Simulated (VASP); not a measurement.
# NaF (I4/mmm) in VASP: single point with HSE06

Aim: the single point of NaF with HSE06.

Program: VASP 6.6.1. These are calculated values, not measurements. Logs are shortened: lines on timing, memory, paths and dates and some standing lists are left out, and cuts for length are marked.

**1. The cell of the first run**

The structure is tetragonal, space group I4/mmm (No. 139). Conventional cell: a = 3.339 Å, b = 3.339 Å, c = 4.594 Å, α = 90.00°, β = 90.00°, γ = 90.00°. Na (site symmetry 4/mmm) has 6 F at 2.30 to 2.36 Å within 3.0 Å. Within 3.0 Å of F (site symmetry 4/mmm) lie 6 Na at 2.30 to 2.36 Å.

**2. Single point, HSE06 (biaxial xy strain +2.8%)**

The input, POSCAR:

```
NaF
1.0
    0.0000000000      2.3611051017      2.2972417802
    2.3611051017      0.0000000000      2.2972417802
    2.3611051017      2.3611051017      0.0000000000
Na F
1 1
Direct
    0.0000000000      0.0000000000      0.0000000000
    0.5000000000      0.5000000000      0.5000000000
```

The input, INCAR.step1:

```
SYSTEM = NaF
  PREC = Accurate
  ENCUT = 520
  EDIFF = 1E-5
  ISMEAR = 0
  SIGMA = 0.01
  LREAL = .False.
  LASPH = .True.
  NELM = 60
  ALGO = Normal
  ISIF = 2
  LWAVE = .True.
  LCHARG = .False.
  NBANDS = 14
  GGA = PE
```

The input, INCAR.step2:

```
SYSTEM = NaF
  PREC = Accurate
  ENCUT = 520
  EDIFF = 1E-6
  ISMEAR = 0
  SIGMA = 0.01
  LREAL = .False.
  LASPH = .True.
  NELM = 60
  ALGO = Normal
  ISIF = 2
  LWAVE = .False.
  LCHARG = .False.
  GGA = PE
  LHFCALC = .True.
  HFSCREEN = 0.2079
  PRECFOCK = Normal
  NBANDS = 14
  ISTART = 1
```

The input, KPOINTS:

```
Automatic mesh
0
Gamma
  6 6 6
  0 0 0
```

Potentials or basis: VASP PAW PBE potentials, release 64 (Na_pv, F).

Started as:

```sh
cat potpaw_PBE.64/Na_pv/POTCAR potpaw_PBE.64/F/POTCAR > POTCAR
cp INCAR.step1 INCAR
mpirun -np 1 vasp_std > vasp.out
cp INCAR.step2 INCAR
mpirun -np 1 vasp_std > vasp.out
```

OUTCAR:

```text
SYSTEM = NaF
   PREC = Accurate
   ENCUT = 520
   EDIFF = 1E-6
   ISMEAR = 0
   LREAL = .False.
   LASPH = .True.
   NELM = 60
   ISIF = 2
   GGA = PE
   LHFCALC = .True.
   HFSCREEN = 0.2079
   PRECFOCK = Normal
   ISTART = 1

 ion  position               nearest neighbor table
   1  0.000  0.000  0.000-   2 2.30   2 2.30
   2  0.500  0.500  0.500-   1 2.30   1 2.30

  LATTYP: Found a body centered tetragonal cell.
 ALAT       =     3.3391068570
 C/A-ratio  =     1.3759618237

  Lattice vectors:

 A1 = (   0.0000000000,  -2.3611051017,  -2.2972417802)
 A2 = (   0.0000000000,   2.3611051017,  -2.2972417802)
 A3 = (   2.3611051017,   0.0000000000,   2.2972417802)

Analysis of symmetry for initial positions (statically):
=====================================================================
 Subroutine PRICEL returns:
 Original cell was already a primitive cell.

 Routine SETGRP: Setting up the symmetry group for a
 body centered tetragonal supercell.

 Subroutine GETGRP returns: Found 16 space group operations
 (whereof 16 operations were pure point group operations)
 out of a pool of 16 trial point group operations.

The static configuration has the point symmetry D_4h.

Analysis of symmetry for dynamics (positions and initial velocities):
=====================================================================
 Subroutine PRICEL returns:
 Original cell was already a primitive cell.

 Routine SETGRP: Setting up the symmetry group for a
 body centered tetragonal supercell.

 Subroutine GETGRP returns: Found 16 space group operations
 (whereof 16 operations were pure point group operations)
 out of a pool of 16 trial point group operations.

The dynamic configuration has the point symmetry D_4h.

 Subroutine INISYM returns: Found 16 space group operations
 (whereof 16 operations are pure point group operations),
 and found     1 'primitive' translations

----------------------------------------------------------------------------------------

                                     Primitive cell

  volume of cell :      25.6134

  direct lattice vectors                    reciprocal lattice vectors
     0.000000000  2.361105102  2.297241780    -0.211765245  0.211765245  0.217652319
     2.361105102  0.000000000  2.297241780     0.211765245 -0.211765245  0.217652319
     2.361105102  2.361105102  0.000000000     0.211765245  0.211765245 -0.217652319

  length of vectors
     3.294258201  3.294258201  3.339106857     0.370218273  0.370218273  0.370218273

[... 94 lines left out ...]
   EFERMI =   0.00;   METHOD = LEGACY
   ISMEAR =     0;   SIGMA  =   0.01  broadening in eV -4-tet -1-fermi 0-gaus
   EFERMI_NEDOS =   21; number of points for ismear=-14 and -15
   IALGO  =     38    algorithm
   IMIX   =      1    mixing-type and parameters
     AMIX     =   0.40;   BMIX     =  1.00
     AMIX_MAG =   1.60;   BMIX_MAG =  1.00
  volume/ion in A,a.u.               =      12.81        86.42
  Fermi-wavevector in a.u.,A,eV,Ry     =   1.338531  2.529457 24.377081  1.791665
  Thomas-Fermi vector in A             =   2.466994
   LORBIT       =      0    0 simple, 1 ext, 2 COOP (PROOUT), +10 PAW based schemes
   GGA     = PE    functional components
   LHFCALC =     T    Hartree Fock is set to
   PRECFOCK=normal    Normal, Fast or Accurate (Low or Medium for compatibility)
   ENCUT4O =  -1.0   cutoff for four orbital integrals eV
   NKREDX  =     1    reduce k-point grid by
   NKREDY  =     1    reduce k-point grid by
   NKREDZ  =     1    reduce k-point grid by
   AEXX    =    0.2500 exact exchange contribution
   HFSCREEN=    0.2079 screening length (either q_TF or 0.3 A-1)
   HFSCREENC=   0.2079 screening length for correlation (either q_TF or 0.3 A-1)
   ENCUTFOCK=  -1.0 apply spherical cutoff to Coloumb kernel
   IVDW    =     0    specifies the selected vdW correction
   LEPSILON=     F    determine dielectric tensor
   LRPA    =     F    only Hartree local field effects (RPA)
 non-spin polarized calculation
 Gauss-broadening in eV      SIGMA  =   0.01
  energy-cutoff  :      520.00
  volume of cell :       25.61
 maximum number of plane-waves:       700
 NGX is ok and might be reduce to    28
  NGX = 20; NGY = 20; NGZ = 20

 number of electron      14.0000001 magnetization

 Free energy of the ion-electron system (eV)
  ---------------------------------------------------
  ext. energy  EPLUGINS =         0.00000000
  ---------------------------------------------------
  free energy    TOTEN  =       -10.30879271 eV

  energy without entropy =      -10.30879271  energy(sigma->0) =      -10.30879271

 E-fermi :  -3.7107     XC(G=0):  -7.3982

 val. band max:       -3.8763860849   @ k =   0.0000   0.0000   0.0000
 cond. band min:       4.3984976547   @ k =   0.0000   0.0000   0.0000
 fundamental gap:      8.2748837396
 Fermi energy:        -3.7107244634

 k-point     1 :       0.0000    0.0000    0.0000
  band No.  band energies     occupation
      1     -24.5632      2.00000
      2     -24.3471      2.00000
      3     -24.3471      2.00000
      4     -24.3401      2.00000
      5      -3.8870      2.00000
      6      -3.8764      2.00000
      7      -3.8764      2.00000
      8       4.3985      0.00000
      9      17.1914      0.00000
     10      17.1914      0.00000
     11      17.3674      0.00000
     12      19.8067      0.00000
     13      22.0013      0.00000
     14      22.8130      0.00000
[... 377 lines left out ...]
      1     -24.7696      2.00000
      2     -24.4199      2.00000
      3     -24.3785      2.00000
      4     -23.9766      2.00000
      5      -5.0699      2.00000
      6      -4.4397      2.00000
      7      -4.2414      2.00000
      8      10.0632      0.00000
      9      11.6161      0.00000
     10      13.5648      0.00000
     11      17.7749      0.00000
     12      18.1978      0.00000
     13      23.9400      0.00000
     14      25.5841      0.00000

 [... further k-points ...]
[... 5 lines left out ...]
  --------------------------------------------------------------------------------------
  -------------------------------------------------------------------------------------
  Total       -0.2789414     -0.2789414      0.0450819      0.0000000      0.0000000     -0.0000000
  in kB      -17.4484237    -17.4484237      2.8199743      0.0000000      0.0000000     -0.0000000
  external PRESSURE =     -10.6922910 kB  Pullay stress =       0.0000000 kB

 VOLUME and BASIS-vectors are now :
 -----------------------------------------------------------------------------
  energy-cutoff  :      520.00
  volume of cell :       25.61
      direct lattice vectors                 reciprocal lattice vectors
     0.000000000  2.361105102  2.297241780    -0.211765245  0.211765245  0.217652319
     2.361105102  0.000000000  2.297241780     0.211765245 -0.211765245  0.217652319
     2.361105102  2.361105102  0.000000000     0.211765245  0.211765245 -0.217652319

 POSITION                                       TOTAL-FORCE (eV/Angst)
 -----------------------------------------------------------------------------------
      0.00000      0.00000      0.00000         0.000000     -0.000000      0.000000
      2.36111      2.36111      2.29724        -0.000000      0.000000     -0.000000
 -----------------------------------------------------------------------------------
    total drift:                               -0.000000      0.000000      0.000005

  FREE ENERGIE OF THE ION-ELECTRON SYSTEM (eV)
  ---------------------------------------------------
  free  energy   TOTEN  =       -10.3087927089 eV

  energy  without entropy=      -10.3087927089  energy(sigma->0) =      -10.30879271
```

OUTCAR.step1:

```text
SYSTEM = NaF
   PREC = Accurate
   ENCUT = 520
   EDIFF = 1E-5
   ISMEAR = 0
   LREAL = .False.
   LASPH = .True.
[... 631 lines left out ...]
      0.00000      0.00000      0.00000        -0.000000     -0.000000      0.000000
      2.36111      2.36111      2.29724         0.000000      0.000000      0.000000
 -----------------------------------------------------------------------------------
    total drift:                                0.000000      0.000000      0.000000

  FREE ENERGIE OF THE ION-ELECTRON SYSTEM (eV)
  ---------------------------------------------------
  free  energy   TOTEN  =        -8.5652917061 eV

  energy  without entropy=       -8.5652917061  energy(sigma->0) =       -8.56529171
```

Run time: 22 min. Hardware: 1 thread of Intel Xeon Platinum 8259CL at 2.50GHz (Skylake/Cascade Lake), shared host; peak memory 0.26 GiB.

What came out:

| Property | Result |
| --- | --- |
| Free energy | -10.3088 eV |
| Pressure | -1.1 GPa |
| Band gap on the k mesh | 8.27 eV |

Caveat: the cell differs from its parent crystal (biaxial xy strain +2.8%); the PAW data sets were made with another functional, which shifts forces and pressure a little.
